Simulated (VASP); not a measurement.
**La: single point with r2SCAN**

The system is La.

```xyz
1
Lattice="-2.0350 2.0350 2.0350 2.0350 -2.0350 2.0350 2.0350 2.0350 -2.0350" Properties=species:S:1:pos:R:3 pbc="T T T"
La    0.0000    0.0000    0.0000
```

This isn't the form of La at room conditions, which is double hcp.

```yaml
Program: VASP 6.6.1
Task: single point
Functional: r2SCAN
Potentials_or_basis: VASP PAW PBE potentials, release 64 (La)
Cutoff: 520 eV
k_mesh: 12 × 12 × 12
Occupations: fermi-dirac, width 0.05 eV
Spin: collinear spin
Starting_moments: "[0.333] μB"
```

* Pressure: 3.9 GPa
* Net moment: 0.59 μB per cell
* Site moments: La +0.29 μB
* Valence electrons inside the program's atomic spheres: La 8.67

Levels at points of the mesh, in eV from the Fermi level:
Spin up:
```csv
k point,band 3,band 4,band 5,band 6,band 7,band 8,band 9,band 10
"(0.00, 0.00, 0.00)",-16.35,-16.35,-3.49,1.50,1.50,1.50,1.80,1.80
"(0.50, 0.00, 0.00)",-16.94,-16.39,-2.32,-0.53,1.81,1.93,2.34,2.67
"(0.50, 0.50, 0.50)",-17.63,-17.63,-2.60,-2.60,2.06,2.31,2.31,2.31
```
Spin down:
| k point | band 2 | band 3 | band 4 | band 5 | band 6 | band 7 | band 8 | band 9 |
| --- | --- | --- | --- | --- | --- | --- | --- | --- |
| (0.00, 0.00, 0.00) | -16.15 | -16.15 | -16.15 | -2.94 | 2.01 | 2.01 | 2.01 | 2.10 |
| (0.50, 0.00, 0.00) | -17.99 | -16.70 | -16.20 | -1.81 | 0.11 | 1.99 | 2.10 | 2.50 |
| (0.50, 0.50, 0.50) | -17.34 | -17.34 | -17.34 | -2.29 | -2.29 | 2.27 | 2.44 | 2.44 |

Wall time 10 min on 1 thread of Oxide Virtual Turin-like Processor (shared host), peak memory 0.21 GiB.

Caveat: the cell stands under pressure; the PAW data sets were made with another functional, which shifts forces and pressure a little; spin-orbit coupling is left out, which moves the levels of the heavy elements.
